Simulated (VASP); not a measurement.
Write the native input for VASP 6.6.1 that does the following.

| Quantity | Value |
| --- | --- |
| Task | single point |
| Functional | PBE |
| Dispersion | D3(BJ) |
| Potentials or basis | VASP PAW PBE potentials, release 64 (O, C, S) |
| Cutoff | 520 eV |
| k mesh | 1 × 1 × 1 |
| Occupations | fermi-dirac, width 0.02 eV |
| Spin | no spin polarisation |
| Dipole correction | no |
| Further INCAR settings | LREAL = Auto; ALGO = Normal; EDIFF = 1e-07; NBANDS = 63 |

The structure of CSO lies in POSCAR:

```
CSO
1.0
    8.1822740000      0.0000000000      0.0000000000
    0.0000000000      8.1822740000      0.0000000000
    0.0000000000      0.0000000000      8.1822740000
O C S
6 6 6
Direct
    0.5834197193      0.6031941732      0.4437641663
    0.8190754795      0.1445441695      0.6554168193
    0.3010410064      0.3421542715      0.0854285740
    0.2914837611      0.2719048519      0.7169889446
    0.4635752848      1.0873505336      0.2918381858
    0.9864494882      0.4514026296     -0.0249441659
    0.5525603274      0.6898571228      0.5493582835
    0.8555812235      0.0429709394      0.5614942741
    0.1973045635      0.3770467721      0.1830542463
    0.2327225903      0.1445563910      0.7669506057
    0.5727991998      1.0988754471      0.2048696976
    0.9002142925      0.5577789255     -0.0634420211
    0.5072795167      0.8313947932      0.6734313713
    0.8919280875     -0.0779367692      0.4307726678
    0.0757857779      0.4251752019      0.3225142546
    0.1486383859     -0.0101683224      0.8345968370
    0.7195310252      1.1223285849      0.0971245891
    0.8255162318      0.7157790120     -0.1381278603
```

These files were run (other wordings do the same):

INCAR

```
SYSTEM = CSO
  PREC = Accurate
  ENCUT = 520
  EDIFF = 1E-7
  ISMEAR = -1
  SIGMA = 0.02
  LREAL = Auto
  LASPH = .TRUE.
  NELM = 60
  ALGO = Normal
  ISIF = 2
  LWAVE = .FALSE.
  LCHARG = .TRUE.
  GGA = PE
  IVDW = 12
  LELF = .TRUE.
  LVHAR = .TRUE.
  NBANDS = 63
```

KPOINTS

```
Automatic mesh
0
G
  1 1 1
  0 0 0
```

Potentials or basis: VASP PAW PBE potentials, release 64 (O, C, S).

The run is started by

```console
$ cat potpaw_PBE.64/O/POTCAR potpaw_PBE.64/C/POTCAR potpaw_PBE.64/S/POTCAR > POTCAR
$ mpirun -np 1 vasp_gam > vasp.out
```

Results of the run:

```yaml
Pressure: 1.6 GPa
Largest_force: 4.270 eV/Å
Dispersion_energy_per_atom: -0.073 eV
```

Caveat: the k points lie up to 0.77 Å⁻¹ apart; the atoms stand as in a frame of molecular dynamics.

Wall time 97 s on 1 thread of AMD EPYC 7R13 (shared host), peak memory 0.57 GiB.
